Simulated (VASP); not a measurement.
# LiCl (Fm-3m) in VASP: settings compared

Aim: see how the results for LiCl move with the level of theory and the settings. Levels: PBEsol, HSE06. Tasks: single point.

Everything below comes from runs of VASP 6.6.1. Logs are shortened: lines on timing, memory, paths and dates and some standing lists are left out, and cuts for length are marked.

**1. The cell of the first run**

Symmetry: Fm-3m, No. 225, cubic system. Conventional cell: a = 5.112 Å, b = 5.112 Å, c = 5.112 Å, α = 90.00°, β = 90.00°, γ = 90.00°. Li (site symmetry m-3m) has 6 Cl at 2.56 Å within 3.4 Å. Cl (site symmetry m-3m) has 6 Li at 2.56 Å within 3.4 Å.

**2. Single point, PBEsol**

Input file INCAR:

```
SYSTEM = LiCl
PREC = Accurate
ENCUT = 520
EDIFF = 1E-6
ISMEAR = 0
SIGMA = 0.01
LREAL = .False.
LASPH = .True.
NELM = 60
ALGO = Normal
ISIF = 2
LWAVE = .False.
LCHARG = .False.
GGA = PS
NBANDS = 12
```

Input file KPOINTS:

```
Automatic mesh
0
Gamma
  6 6 6
  0 0 0
```

Input file POSCAR:

```
LiCl
1.0
    0.0000000000      2.5560369945      2.5560369945
    2.5560369945      0.0000000000      2.5560369945
    2.5560369945      2.5560369945      0.0000000000
Li Cl
1 1
Direct
    0.0000000000      0.0000000000      0.0000000000
    0.5000000000      0.5000000000      0.5000000000
```

Potentials or basis: VASP PAW PBE potentials, release 64 (Li_sv, Cl).

On the command line:

```console
cat potpaw_PBE.64/Li_sv/POTCAR potpaw_PBE.64/Cl/POTCAR > POTCAR
mpirun -np 1 vasp_std > vasp.out
```

OUTCAR:

```text
SYSTEM = LiCl
   PREC = Accurate
   ENCUT = 520
   EDIFF = 1E-6
   ISMEAR = 0
   LREAL = .False.
   LASPH = .True.
   NELM = 60
   ISIF = 2
   GGA = PS

 ion  position               nearest neighbor table
   1  0.000  0.000  0.000-   2 2.56   2 2.56   2 2.56   2 2.56   2 2.56   2 2.56
   2  0.500  0.500  0.500-   1 2.56   1 2.56   1 2.56   1 2.56   1 2.56   1 2.56

  LATTYP: Found a face centered cubic cell.
 ALAT       =     5.1120739890

  Lattice vectors:

 A1 = (   0.0000000000,   2.5560369945,   2.5560369945)
 A2 = (   2.5560369945,   0.0000000000,   2.5560369945)
 A3 = (   2.5560369945,   2.5560369945,   0.0000000000)

Analysis of symmetry for initial positions (statically):
=====================================================================
 Subroutine PRICEL returns:
 Original cell was already a primitive cell.

 Routine SETGRP: Setting up the symmetry group for a
 face centered cubic supercell.

 Subroutine GETGRP returns: Found 48 space group operations
 (whereof 48 operations were pure point group operations)
 out of a pool of 48 trial point group operations.

The static configuration has the point symmetry O_h .

Analysis of symmetry for dynamics (positions and initial velocities):
=====================================================================
 Subroutine PRICEL returns:
 Original cell was already a primitive cell.

 Routine SETGRP: Setting up the symmetry group for a
 face centered cubic supercell.

 Subroutine GETGRP returns: Found 48 space group operations
 (whereof 48 operations were pure point group operations)
 out of a pool of 48 trial point group operations.

The dynamic configuration has the point symmetry O_h .

 Subroutine INISYM returns: Found 48 space group operations
 (whereof 48 operations are pure point group operations),
 and found     1 'primitive' translations

----------------------------------------------------------------------------------------

                                     Primitive cell

  volume of cell :      33.3988

  direct lattice vectors                    reciprocal lattice vectors
     0.000000000  2.556036994  2.556036994    -0.195615322  0.195615322  0.195615322
     2.556036994  0.000000000  2.556036994     0.195615322 -0.195615322  0.195615322
     2.556036994  2.556036994  0.000000000     0.195615322  0.195615322 -0.195615322

  length of vectors
     3.614782184  3.614782184  3.614782184     0.338815677  0.338815677  0.338815677

  position of ions in fractional coordinates (direct lattice)
     0.000000000  0.000000000  0.000000000
     0.500000000  0.500000000  0.500000000
[... 78 lines left out ...]
   PSTRESS=    0.0 pullay stress
   NELECT =      10.0000    total number of electrons
   NUPDOWN=      -1.0000    fix difference up-down
   EMIN   =  10.00;   EMAX   =-10.00  energy-range for DOS
   EFERMI =   0.00;   METHOD = LEGACY
   ISMEAR =     0;   SIGMA  =   0.01  broadening in eV -4-tet -1-fermi 0-gaus
   EFERMI_NEDOS =   21; number of points for ismear=-14 and -15
   IALGO  =     38    algorithm
   IMIX   =      4    mixing-type and parameters
     AMIX     =   0.40;   BMIX     =  1.00
     AMIX_MAG =   1.60;   BMIX_MAG =  1.00
  volume/ion in A,a.u.               =      16.70       112.69
  Fermi-wavevector in a.u.,A,eV,Ry     =   1.095211  2.069648 16.320006  1.199487
  Thomas-Fermi vector in A             =   2.231530
   LORBIT       =      0    0 simple, 1 ext, 2 COOP (PROOUT), +10 PAW based schemes
   GGA     = PS    functional components
   LHFCALC =     F    Hartree Fock is set to
   AEXX    =    0.0000 exact exchange contribution
   IVDW    =     0    specifies the selected vdW correction
   LEPSILON=     F    determine dielectric tensor
   LRPA    =     F    only Hartree local field effects (RPA)
 non-spin polarized calculation
 Gauss-broadening in eV      SIGMA  =   0.01
  energy-cutoff  :      520.00
  volume of cell :       33.40
 maximum number of plane-waves:       934
   NGX = 13   NGY = 13   NGZ = 13

 number of electron      10.0000003 magnetization

 Free energy of the ion-electron system (eV)
  ---------------------------------------------------
  ext. energy  EPLUGINS =         0.00000000
  ---------------------------------------------------
  free energy    TOTEN  =        -7.63651891 eV

  energy without entropy =       -7.63651891  energy(sigma->0) =       -7.63651891

 E-fermi :   0.7011     XC(G=0):  -8.9549

 val. band max:        0.6122902332   @ k =   0.0000   0.0000   0.0000
 cond. band min:       6.8072439982   @ k =   0.0000   0.0000   0.0000
 fundamental gap:      6.1949537651
 Fermi energy:         0.7011189475

 k-point     1 :       0.0000    0.0000    0.0000
  band No.  band energies     occupation
      1     -42.1851      2.00000
      2     -12.8168      2.00000
      3       0.6123      2.00000
      4       0.6123      2.00000
      5       0.6123      2.00000
      6       6.8072      0.00000
      7      12.4324      0.00000
      8      12.4324      0.00000
      9      12.4324      0.00000
     10      15.0871      0.00000
     11      15.0872      0.00000
     12      15.0900      0.00000
[... 211 lines left out ...]
 k-point    16 :      -0.3333    0.5000    0.1667
  band No.  band energies     occupation
      1     -42.1810      2.00000
      2     -11.9711      2.00000
      3      -2.0184      2.00000
      4      -1.1098      2.00000
      5      -0.4985      2.00000
      6       9.2722      0.00000
      7       9.8471      0.00000
      8      11.8918      0.00000
      9      11.9437      0.00000
     10      15.4924      0.00000
     11      17.8171      0.00000
     12      19.3350      0.00000

------------------------ aborting loop because EDIFF is reached ----------------------------------------

  FORCE on cell =-STRESS in cart. coord.  units (eV):
  Direction    XX          YY          ZZ          XY          YZ          ZX
  --------------------------------------------------------------------------------------
  -------------------------------------------------------------------------------------
  Total       -0.2087218     -0.2087218     -0.2087218      0.0000000      0.0000000      0.0000000
  in kB      -10.0126009    -10.0126009    -10.0126009      0.0000000      0.0000000      0.0000000
  external PRESSURE =     -10.0126009 kB  Pullay stress =       0.0000000 kB

 VOLUME and BASIS-vectors are now :
 -----------------------------------------------------------------------------
  energy-cutoff  :      520.00
  volume of cell :       33.40
      direct lattice vectors                 reciprocal lattice vectors
     0.000000000  2.556036994  2.556036994    -0.195615322  0.195615322  0.195615322
     2.556036994  0.000000000  2.556036994     0.195615322 -0.195615322  0.195615322
     2.556036994  2.556036994  0.000000000     0.195615322  0.195615322 -0.195615322

 POSITION                                       TOTAL-FORCE (eV/Angst)
 -----------------------------------------------------------------------------------
      0.00000      0.00000      0.00000        -0.000000     -0.000000      0.000000
      2.55604      2.55604      2.55604         0.000000      0.000000     -0.000000
 -----------------------------------------------------------------------------------
    total drift:                                0.000000      0.000000      0.000000

  FREE ENERGIE OF THE ION-ELECTRON SYSTEM (eV)
  ---------------------------------------------------
  free  energy   TOTEN  =        -7.6365189083 eV

  energy  without entropy=       -7.6365189083  energy(sigma->0) =       -7.63651891
```

Run time: 8.3 s. Hardware: 1 thread of Intel Xeon 8259CL, shared host; peak memory 0.15 GiB.

What came out:

```
Free energy            : -7.6365 eV
Band gap on the k mesh : 6.19 eV
```

Caveat: the cutoff is under 1.25 times the usual one of these potentials, so pressure, stress and relaxed cells hold a basis-set (Pulay) error; the PAW data sets were made with another functional, which shifts forces and pressure a little. A k mesh can miss the band edges.

**3. Single point, HSE06**

POSCAR is that of step 2.

Input file INCAR.step1:

```
SYSTEM = LiCl
PREC = Accurate
ENCUT = 520
EDIFF = 1E-5
ISMEAR = 0
SIGMA = 0.01
LREAL = .FALSE.
LASPH = .TRUE.
NELM = 60
ALGO = Normal
ISIF = 2
LWAVE = .TRUE.
NBANDS = 12
GGA = PE
```

Input file INCAR.step2:

```
SYSTEM = LiCl
PREC = Accurate
ENCUT = 520
EDIFF = 1E-7
ISMEAR = 0
SIGMA = 0.01
LREAL = .FALSE.
LASPH = .TRUE.
NELM = 60
ALGO = Normal
ISIF = 2
LWAVE = .FALSE.
LCHARG = .TRUE.
GGA = PE
LHFCALC = .TRUE.
HFSCREEN = 0.2079
PRECFOCK = Normal
LELF = .TRUE.
LVHAR = .TRUE.
NBANDS = 12
ISTART = 1
```

Input file KPOINTS:

```
regular mesh
0
G
  4 4 4
  0 0 0
```

Potentials or basis: VASP PAW PBE potentials, release 64 (Li_sv, Cl).

On the command line:

```console
cat potpaw_PBE.64/Li_sv/POTCAR potpaw_PBE.64/Cl/POTCAR > POTCAR
cp INCAR.step1 INCAR
mpirun -np 1 vasp_std > vasp.out
cp INCAR.step2 INCAR
mpirun -np 1 vasp_std > vasp.out
```

It took 3.2 min on 1 thread of Intel Xeon 8259CL, shared host; peak memory 0.25 GiB.

It converged, with:

| Property | Result |
| --- | --- |
| Free energy | -8.4539 eV |
| Band gap on the k mesh | 7.80 eV |

Levels at points of the mesh, in eV from the valence-band top:
```csv
k point,band 3,band 4,band 5,band 6,band 7,band 8
"(0.00, 0.00, 0.00)",0.00,0.00,0.00,7.80,13.47,13.47
"(0.50, 0.00, 0.00)",-3.09,-0.29,-0.29,8.14,11.00,11.00
"(0.50, 0.50, 0.00)",-3.16,-1.21,-1.21,9.32,9.61,14.23
```

Caveat: the k points lie up to 0.53 Å⁻¹ apart; the cutoff is under 1.25 times the usual one of these potentials, so pressure, stress and relaxed cells hold a basis-set (Pulay) error; the PAW data sets were made with another functional, which shifts forces and pressure a little. A k mesh can miss the band edges.
